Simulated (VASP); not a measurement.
# AgB2 (Fm-3m) in VASP: further runs

The runs below take AgB2 through single point, relaxation of cell and atoms, with PBEsol.

All numbers are computed with VASP 6.6.1; they aren't measurements. Logs are shortened: lines on timing, memory, paths and dates and some standing lists are left out, and cuts for length are marked.

## Step 1: The cell of the first run

Symmetry: Fm-3m, No. 225, cubic system. Conventional cell: a = 5.140 Å, b = 5.140 Å, c = 5.140 Å, α = 90.00°, β = 90.00°, γ = 90.00°. Within 2.9 Å of Ag (site symmetry m-3m) lie 8 B at 2.23 Å. Within 2.9 Å of B (site symmetry -43m) lie 4 Ag at 2.23 Å and 6 B at 2.57 Å.

## Step 2: Single point, PBEsol

File INCAR:

```
  ALGO = Normal
  EDIFF = 1E-6
  ENCUT = 520
  GGA = PS
  ISIF = 2
  ISMEAR = 1
  LASPH = True
  LCHARG = True
  LELF = True
  LREAL = False
  LVHAR = True
  LWAVE = False
  NBANDS = 16
  NELM = 80
  PREC = Accurate
  SIGMA = 0.05
```

File KPOINTS:

```
k-points
0
Gamma
  7 7 7
```

File POSCAR:

```
AgB2
1.0
    0.0000000000      2.5698895848      2.5698895848
    2.5698895848      0.0000000000      2.5698895848
    2.5698895848      2.5698895848      0.0000000000
Ag B
1 2
Direct
    0.0000000000      0.0000000000      0.0000000000
    0.2500000000      0.2500000000      0.2500000000
    0.7500000000      0.7500000000      0.7500000000
```

Potentials or basis: VASP PAW PBE potentials, release 64 (Ag, B).

The run is started by

```console
cat potpaw_PBE.64/Ag/POTCAR potpaw_PBE.64/B/POTCAR > POTCAR
mpirun -np 1 vasp_std > vasp.out
```

OUTCAR:

```text
EDIFF = 1E-6
   ENCUT = 520
   GGA = PS
   ISIF = 2
   ISMEAR = 1
   LASPH = True
   LREAL = False
   NELM = 80
   PREC = Accurate

 ion  position               nearest neighbor table
   1  0.000  0.000  0.000-   3 2.23   3 2.23   3 2.23   2 2.23   2 2.23   2 2.23   3 2.23   2 2.23

   2  0.250  0.250  0.250-   1 2.23   1 2.23   1 2.23   1 2.23
   3  0.750  0.750  0.750-   1 2.23   1 2.23   1 2.23   1 2.23

  LATTYP: Found a face centered cubic cell.
 ALAT       =     5.1397791696

  Lattice vectors:

 A1 = (   0.0000000000,   2.5698895848,   2.5698895848)
 A2 = (   2.5698895848,   0.0000000000,   2.5698895848)
 A3 = (   2.5698895848,   2.5698895848,   0.0000000000)

Analysis of symmetry for initial positions (statically):
=====================================================================
 Subroutine PRICEL returns:
 Original cell was already a primitive cell.

 Routine SETGRP: Setting up the symmetry group for a
 face centered cubic supercell.

 Subroutine GETGRP returns: Found 48 space group operations
 (whereof 48 operations were pure point group operations)
 out of a pool of 48 trial point group operations.

The static configuration has the point symmetry O_h .

Analysis of symmetry for dynamics (positions and initial velocities):
=====================================================================
 Subroutine PRICEL returns:
 Original cell was already a primitive cell.

 Routine SETGRP: Setting up the symmetry group for a
 face centered cubic supercell.

 Subroutine GETGRP returns: Found 48 space group operations
 (whereof 48 operations were pure point group operations)
 out of a pool of 48 trial point group operations.

The dynamic configuration has the point symmetry O_h .

 Subroutine INISYM returns: Found 48 space group operations
 (whereof 48 operations are pure point group operations),
 and found     1 'primitive' translations

----------------------------------------------------------------------------------------

                                     Primitive cell

  volume of cell :      33.9448

  direct lattice vectors                    reciprocal lattice vectors
     0.000000000  2.569889585  2.569889585    -0.194560888  0.194560888  0.194560888
     2.569889585  0.000000000  2.569889585     0.194560888 -0.194560888  0.194560888
     2.569889585  2.569889585  0.000000000     0.194560888  0.194560888 -0.194560888

  length of vectors
     3.634372705  3.634372705  3.634372705     0.336989343  0.336989343  0.336989343

  position of ions in fractional coordinates (direct lattice)
     0.000000000  0.000000000  0.000000000
     0.250000000  0.250000000  0.250000000
     0.750000000  0.750000000  0.750000000

  ion indices of the primitive-cell ions
   primitive index   ion index
                 1           1
                 2           2
                 3           3

----------------------------------------------------------------------------------------

 KPOINTS: k-points

Automatic generation of k-mesh.
 Grid dimensions read from file:
 generate k-points for:    7    7    7

 Generating k-lattice:

  Cartesian coordinates                     Fractional coordinates (reciprocal lattice)
    -0.027794413  0.027794413  0.027794413     0.142857143  0.000000000  0.000000000
     0.027794413 -0.027794413  0.027794413     0.000000000  0.142857143  0.000000000
     0.027794413  0.027794413 -0.027794413     0.000000000  0.000000000  0.142857143

  Length of vectors
     0.048141335  0.048141335  0.048141335

  Shift w.r.t. Gamma in fractional coordinates (k-lattice)
     0.000000000  0.000000000  0.000000000

 Subroutine IBZKPT returns following result:
 ===========================================

 Found     20 irreducible k-points:

 Following reciprocal coordinates:
            Coordinates               Weight
  0.000000  0.000000  0.000000      1.000000
  0.142857  0.000000  0.000000      8.000000
  0.285714  0.000000  0.000000      8.000000
  0.428571  0.000000  0.000000      8.000000
  0.142857  0.142857  0.000000      6.000000
  0.285714  0.142857  0.000000     24.000000
[... 12 lines left out ...]
 -0.428571  0.428571  0.142857     24.000000
 -0.285714  0.428571  0.142857     24.000000
   k-points           NKPTS =     20   k-points in BZ     NKDIM =     20   number of bands    NBANDS=     16
   number of dos      NEDOS =    301   number of ions     NIONS =      3
   total plane-waves  NPLWV =  21952
   dimension x,y,z NGX =    28 NGY =   28 NGZ =   28
   dimension x,y,z NGXF=    56 NGYF=   56 NGZF=   56
   ions per type =               1   2
   NGX,Y,Z   is equivalent  to a cutoff of  12.81, 12.81, 12.81 a.u.
   NGXF,Y,Z  is equivalent  to a cutoff of  25.62, 25.62, 25.62 a.u.
 SYSTEM =  unknown system
   PREC   = accura    normal or accurate (medium, high low for compatibility)
   ISTART =      0    job   : 0-new  1-cont  2-samecut
   ICHARG =      2    charge: 1-file 2-atom 10-const
   ISPIN  =      1    spin polarized calculation?
   LNONCOLLINEAR =      F non collinear calculations
   LSORBIT =      F    spin-orbit coupling
   LASPH  =      T    aspherical Exc in radial PAW
   ENCUT  =  520.0 eV  38.22 Ry    6.18 a.u.   6.76  6.76  6.76*2*pi/ulx,y,z
   NELM   =     80;   NELMIN=  2; NELMDL= -5     # of ELM steps
   EDIFF  = 0.1E-05   stopping-criterion for ELM
   LREAL  =      F    real-space projection
   EDIFFG = 0.1E-04   stopping-criterion for IOM
   NSW    =      0    number of steps for IOM
   IBRION =     -1    ionic relax: 0-MD 1-quasi-New 2-CG
   NFREE  =      0    steps in history (QN), initial steepest desc. (CG)
   ISIF   =      2    stress and relaxation
   ISYM   =      2    0-nonsym 1-usesym 2-fastsym
   POTIM  = 0.5000    time-step for ionic-motion
   TEBEG  =    0.0;   TEEND  =   0.0 temperature during run
   PSTRESS=    0.0 pullay stress
   NELECT =      17.0000    total number of electrons
   NUPDOWN=      -1.0000    fix difference up-down
   EMIN   =  10.00;   EMAX   =-10.00  energy-range for DOS
   EFERMI =   0.00;   METHOD = LEGACY
   ISMEAR =     1;   SIGMA  =   0.05  broadening in eV -4-tet -1-fermi 0-gaus
   EFERMI_NEDOS =   21; number of points for ismear=-14 and -15
   IALGO  =     38    algorithm
   IMIX   =      4    mixing-type and parameters
     AMIX     =   0.40;   BMIX     =  1.00
     AMIX_MAG =   1.60;   BMIX_MAG =  1.00
  volume/ion in A,a.u.               =      11.31        76.36
  Fermi-wavevector in a.u.,A,eV,Ry     =   1.300070  2.456776 22.996316  1.690182
  Thomas-Fermi vector in A             =   2.431293
   LORBIT       =      0    0 simple, 1 ext, 2 COOP (PROOUT), +10 PAW based schemes
   GGA     = PS    functional components
   LHFCALC =     F    Hartree Fock is set to
   AEXX    =    0.0000 exact exchange contribution
   IVDW    =     0    specifies the selected vdW correction
   LEPSILON=     F    determine dielectric tensor
   LRPA    =     F    only Hartree local field effects (RPA)
 non-spin polarized calculation
 Methfessel and Paxton  Order N= 1 SIGMA  =   0.05
  energy-cutoff  :      520.00
  volume of cell :       33.94
 maximum number of plane-waves:       941
   NGX = 13   NGY = 13   NGZ = 13

 number of electron      17.0000003 magnetization

 Free energy of the ion-electron system (eV)
  ---------------------------------------------------
  ext. energy  EPLUGINS =         0.00000000
  ---------------------------------------------------
  free energy    TOTEN  =       -12.88282262 eV

  energy without entropy =      -12.88214057  energy(sigma->0) =      -12.88259527

 E-fermi :   7.1750     XC(G=0): -11.8722

 val. band max:        7.1726431562   @ k =   0.4286   0.2857   0.1429
 cond. band min:       7.3831481219   @ k =   0.1429   0.0000   0.0000
 fundamental gap:      0.2105049657
 Fermi energy:         7.1750298953

 k-point     1 :       0.0000    0.0000    0.0000
  band No.  band energies     occupation
      1      -4.8397      2.00000
      2      -0.5922      2.00000
      3      -0.5922      2.00000
      4      -0.5922      2.00000
      5       1.1631      2.00000
      6       1.1631      2.00000
[... 8 lines left out ...]
     15      15.4086      0.00000
     16      15.4086      0.00000

 k-point     2 :       0.1429    0.0000    0.0000
  band No.  band energies     occupation
      1      -4.5212      2.00000
      2      -0.7328      2.00000
      3      -0.4773      2.00000
      4      -0.4773      2.00000
      5       1.1283      2.00000
      6       1.1283      2.00000
[... 8 lines left out ...]
     15      16.3202      0.00000
     16      16.3202      0.00000

 k-point     3 :       0.2857    0.0000    0.0000
  band No.  band energies     occupation
      1      -3.6559      2.00000
      2      -0.9603      2.00000
      3      -0.2501      2.00000
      4      -0.2501      2.00000
      5       1.1346      2.00000
      6       1.1346      2.00000
[... 8 lines left out ...]
     15      18.4748      0.00000
     16      18.4748      0.00000

 k-point     4 :       0.4286    0.0000    0.0000
  band No.  band energies     occupation
      1      -2.7468      2.00000
      2      -0.8417      2.00000
      3      -0.1330      2.00000
      4      -0.1330      2.00000
      5       1.2774      2.00000
      6       1.2774      2.00000
[... 8 lines left out ...]
     15      21.0832      0.00000
     16      21.0832      0.00000
[... 248 lines left out ...]
 k-point    18 :      -0.4286    0.2857    0.1429
  band No.  band energies     occupation
      1      -1.9916      2.00000
      2      -1.1392      2.00000
      3      -0.0955      2.00000
      4       0.3587      2.00000
      5       1.0672      2.00000
      6       1.5570      2.00000
[... 8 lines left out ...]
     15      19.2037      0.00000
     16      22.4962      0.00000

 k-point    19 :      -0.4286    0.4286    0.1429
  band No.  band energies     occupation
      1      -1.4030      2.00000
      2      -1.3391      2.00000
      3      -0.2407      2.00000
      4       0.7575      2.00000
      5       1.1109      2.00000
      6       1.4879      2.00000
[... 8 lines left out ...]
     15      20.3242      0.00000
     16      23.3840      0.00000

 k-point    20 :      -0.2857    0.4286    0.1429
  band No.  band energies     occupation
      1      -1.4140      2.00000
      2      -1.0898      2.00000
      3      -0.1608      2.00000
      4       0.7712      2.00000
      5       0.8309      2.00000
      6       2.0919      2.00000
[... 8 lines left out ...]
     15      18.1695      0.00000
     16      24.4346      0.00000

------------------------ aborting loop because EDIFF is reached ----------------------------------------

  FORCE on cell =-STRESS in cart. coord.  units (eV):
  Direction    XX          YY          ZZ          XY          YZ          ZX
  --------------------------------------------------------------------------------------
  -------------------------------------------------------------------------------------
  Total       -0.7717562     -0.7717562     -0.7717562      0.0000000     -0.0000000      0.0000000
  in kB      -36.4264908    -36.4264908    -36.4264908      0.0000000     -0.0000000      0.0000000
  external PRESSURE =     -36.4264908 kB  Pullay stress =       0.0000000 kB

 VOLUME and BASIS-vectors are now :
 -----------------------------------------------------------------------------
  energy-cutoff  :      520.00
  volume of cell :       33.94
      direct lattice vectors                 reciprocal lattice vectors
     0.000000000  2.569889585  2.569889585    -0.194560888  0.194560888  0.194560888
     2.569889585  0.000000000  2.569889585     0.194560888 -0.194560888  0.194560888
     2.569889585  2.569889585  0.000000000     0.194560888  0.194560888 -0.194560888

 POSITION                                       TOTAL-FORCE (eV/Angst)
 -----------------------------------------------------------------------------------
      0.00000      0.00000      0.00000        -0.000000      0.000000     -0.000000
      1.28494      1.28494      1.28494         0.000000     -0.000000     -0.000000
      3.85483      3.85483      3.85483        -0.000000      0.000000      0.000000
 -----------------------------------------------------------------------------------
    total drift:                               -0.000000     -0.000000      0.000000

  FREE ENERGIE OF THE ION-ELECTRON SYSTEM (eV)
  ---------------------------------------------------
  free  energy   TOTEN  =       -12.8828226211 eV

  energy  without entropy=      -12.8821405678  energy(sigma->0) =      -12.88259527
```

Run time: 30 s. Hardware: 1 thread of Intel Xeon 8259CL, shared host; peak memory 0.16 GiB.

Results:

```
Free energy            : -12.8828 eV
Pressure               : -3.6 GPa
Band gap on the k mesh : zero (an odd number of electrons rules out a gap without spin polarisation)
```

Caveat: the cell stands under tension; the PAW data sets were made with another functional, which shifts forces and pressure a little.

(Continued in part 2 of 2.)
